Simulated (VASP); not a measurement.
# Ir (Fm-3m) in VASP: further runs

Runs on Ir. Level: PBEsol. Tasks: single point.

Program: VASP 6.6.1. These are calculated values, not measurements. Logs are shortened: lines on timing, memory, paths and dates and some standing lists are left out, and cuts for length are marked.

## Step 1: The cell of the first run

The structure is cubic, space group Fm-3m (No. 225). The conventional cell has a = 3.831 Å, b = 3.831 Å, c = 3.831 Å, α = 90.00°, β = 90.00°, γ = 90.00°. Ir (site symmetry m-3m) has 12 Ir at 2.71 Å within 3.6 Å.

## Step 2: Single point, PBEsol, collinear spin

File INCAR:

```
PREC = Accurate ; ENCUT = 560
EDIFF = 1E-6 ; ISMEAR = -1
SIGMA = 0.05 ; LREAL = F
LASPH = T ; NELM = 200
ALGO = Normal ; ISIF = 2
LWAVE = F ; LCHARG = F
ISPIN = 2 ; MAGMOM = 1
LORBIT = 11 ; LMAXMIX = 4
GGA = PS ; NBANDS = 18
GGA_COMPAT = F
```

File KPOINTS:

```
regular mesh
0
Gamma
  14 14 14
```

File POSCAR:

```
Ir
1.0
    0.0000000000      1.9155221637      1.9155221637
    1.9155221637      0.0000000000      1.9155221637
    1.9155221637      1.9155221637      0.0000000000
Ir
1
Direct
    0.0000000000      0.0000000000      0.0000000000
```

Potentials or basis: VASP PAW PBE potentials, release 64 (Ir_sv_GW).

Command:

```console
cat potpaw_PBE.64/Ir_sv_GW/POTCAR > POTCAR
mpirun -np 1 vasp_std > vasp.out
```

OUTCAR:

```text
PREC = Accurate
   ENCUT = 560
   EDIFF = 1E-6
   ISMEAR = -1
   LREAL = F
   LASPH = T
   NELM = 200
   ISIF = 2
   ISPIN = 2
   LORBIT = 11
   GGA = PS

 ion  position               nearest neighbor table
   1  0.000  0.000  0.000-

  LATTYP: Found a face centered cubic cell.
 ALAT       =     3.8310443274

  Lattice vectors:

 A1 = (   0.0000000000,   1.9155221637,   1.9155221637)
 A2 = (   1.9155221637,   0.0000000000,   1.9155221637)
 A3 = (   1.9155221637,   1.9155221637,   0.0000000000)

Analysis of symmetry for initial positions (statically):
=====================================================================
 Subroutine PRICEL returns:
 Original cell was already a primitive cell.

 Routine SETGRP: Setting up the symmetry group for a
 face centered cubic supercell.

 Subroutine GETGRP returns: Found 48 space group operations
 (whereof 48 operations were pure point group operations)
 out of a pool of 48 trial point group operations.

The static configuration has the point symmetry O_h .

Analysis of symmetry for dynamics (positions and initial velocities):
=====================================================================
 Subroutine PRICEL returns:
 Original cell was already a primitive cell.

 Routine SETGRP: Setting up the symmetry group for a
 face centered cubic supercell.

 Subroutine GETGRP returns: Found 48 space group operations
 (whereof 48 operations were pure point group operations)
 out of a pool of 48 trial point group operations.

The dynamic configuration has the point symmetry O_h .

Analysis of structural, dynamic, and magnetic symmetry:
=====================================================================
 Subroutine PRICEL returns:
 Original cell was already a primitive cell.

 Routine SETGRP: Setting up the symmetry group for a
 face centered cubic supercell.

 Subroutine GETGRP returns: Found 48 space group operations
 (whereof 48 operations were pure point group operations)
 out of a pool of 48 trial point group operations.

The overall configuration has the point symmetry O_h .

 Subroutine INISYM returns: Found 48 space group operations
 (whereof 48 operations are pure point group operations),
 and found     1 'primitive' translations

----------------------------------------------------------------------------------------

                                     Primitive cell

  volume of cell :      14.0570

  direct lattice vectors                    reciprocal lattice vectors
     0.000000000  1.915522164  1.915522164    -0.261025432  0.261025432  0.261025432
[... 95 lines left out ...]
   NELECT =      17.0000    total number of electrons
   NUPDOWN=      -1.0000    fix difference up-down
   EMIN   =  10.00;   EMAX   =-10.00  energy-range for DOS
   EFERMI =   0.00;   METHOD = LEGACY
   ISMEAR =    -1;   SIGMA  =   0.05  broadening in eV -4-tet -1-fermi 0-gaus
   EFERMI_NEDOS =   21; number of points for ismear=-14 and -15
   IALGO  =     38    algorithm
   IMIX   =      4    mixing-type and parameters
     AMIX     =   0.40;   BMIX     =  1.00
     AMIX_MAG =   1.60;   BMIX_MAG =  1.00
  volume/ion in A,a.u.               =      14.06        94.86
  Fermi-wavevector in a.u.,A,eV,Ry     =   1.744191  3.296042 41.391659  3.042201
  Thomas-Fermi vector in A             =   2.816118
   LORBIT       =     11    0 simple, 1 ext, 2 COOP (PROOUT), +10 PAW based schemes
   GGA     = PS    functional components
   LHFCALC =     F    Hartree Fock is set to
   AEXX    =    0.0000 exact exchange contribution
   IVDW    =     0    specifies the selected vdW correction
   LEPSILON=     F    determine dielectric tensor
   LRPA    =     F    only Hartree local field effects (RPA)
 spin polarized calculation
  energy-cutoff  :      560.00
  volume of cell :       14.06
 maximum number of plane-waves:       444
 NGX is ok and might be reduce to    24
   NGX = 11   NGY = 11   NGZ = 11

 number of electron      17.0000000 magnetization      -0.0002185

 number of electron      17.0000000 magnetization       0.0000523

 Free energy of the ion-electron system (eV)
  ---------------------------------------------------
  ext. energy  EPLUGINS =         0.00000000
  ---------------------------------------------------
  free energy    TOTEN  =       -10.39415343 eV

  energy without entropy =      -10.38289650  energy(sigma->0) =      -10.38852497

 E-fermi :  12.7519     XC(G=0): -14.7475

 val. band max:       12.7488093163   @ k =   0.4286   0.3571   0.0714
 cond. band min:      12.7528735787   @ k =   0.3571   0.3571   0.0000
 fundamental gap:      0.0040642624
 Fermi energy:        12.7518697128

 spin component 1

 k-point     1 :       0.0000    0.0000    0.0000
  band No.  band energies     occupation
      1     -80.1872      1.00000
      2     -36.5630      1.00000
      3     -36.5630      1.00000
      4     -36.5630      1.00000
      5       1.6182      1.00000
      6       8.9250      1.00000
[... 493 lines left out ...]
     17      41.1543      0.00000
     18      45.6930      0.00000

 [... further k-points ...]

 spin component 2

 k-point     1 :       0.0000    0.0000    0.0000
  band No.  band energies     occupation
      1     -80.1872      1.00000
      2     -36.5630      1.00000
      3     -36.5630      1.00000
      4     -36.5630      1.00000
      5       1.6183      1.00000
      6       8.9249      1.00000
[... 493 lines left out ...]
     17      41.1543      0.00000
     18      45.6930      0.00000

 [... further k-points ...]
[... 5 lines left out ...]
  --------------------------------------------------------------------------------------
  -------------------------------------------------------------------------------------
  Total       -0.1681266     -0.1681266     -0.1681266      0.0000000     -0.0000000      0.0000000
  in kB      -19.1626423    -19.1626423    -19.1626423      0.0000000     -0.0000000      0.0000000
  external PRESSURE =     -19.1626423 kB  Pullay stress =       0.0000000 kB

 VOLUME and BASIS-vectors are now :
 -----------------------------------------------------------------------------
  energy-cutoff  :      560.00
  volume of cell :       14.06
      direct lattice vectors                 reciprocal lattice vectors
     0.000000000  1.915522164  1.915522164    -0.261025432  0.261025432  0.261025432
     1.915522164  0.000000000  1.915522164     0.261025432 -0.261025432  0.261025432
     1.915522164  1.915522164  0.000000000     0.261025432  0.261025432 -0.261025432

 POSITION                                       TOTAL-FORCE (eV/Angst)
 -----------------------------------------------------------------------------------
      0.00000      0.00000      0.00000         0.000000      0.000000      0.000000
 -----------------------------------------------------------------------------------
    total drift:                                0.000000      0.000000      0.000000

  FREE ENERGIE OF THE ION-ELECTRON SYSTEM (eV)
  ---------------------------------------------------
  free  energy   TOTEN  =       -10.3941534347 eV

  energy  without entropy=      -10.3828964961  energy(sigma->0) =      -10.38852497

 total charge

# of ion       s       p       d       f       tot
--------------------------------------------------
    1        4.054   6.113   6.299   0.026  16.493

 magnetization (x)

# of ion       s       p       d       f       tot
--------------------------------------------------
    1        0.000   0.000  -0.000  -0.000   0.000
```

stdout:

```text
POSCAR found type information on POSCAR Ir
 POSCAR found :  1 types and       1 ions
 scaLAPACK will be used
 -----------------------------------------------------------------------------
|                                                                             |
|                                                                             |
|     You enforced a specific xc type in the INCAR file but a different       |
|     I HOPE YOU KNOW WHAT YOU ARE DOING!                                     |
|                                                                             |
 -----------------------------------------------------------------------------

 LDA part: xc-table for (Slater+PW92), standard interpolation
 POSCAR, INCAR and KPOINTS ok, starting setup
 FFT: planning ... GRIDC
 FFT: planning ... GRID_SOFT
 FFT: planning ... GRID
 WAVECAR not read
 entering main loop
```

It took 48 s on 1 thread of Intel Xeon 6975P-C (Granite Rapids), shared host; peak memory 0.19 GiB.

What came out:

| Quantity | Value |
| --- | --- |
| Free energy | -10.3942 eV |
| Pressure | -1.9 GPa |
| Net moment | 0.00 μB per cell |
| Valence electrons inside the program's atomic spheres | Ir 16.49 |

Caveat: the PAW data sets were made with another functional, which shifts forces and pressure a little; spin-orbit coupling is left out, which moves the levels of the heavy elements.

(Continued in part 2 of 2.)
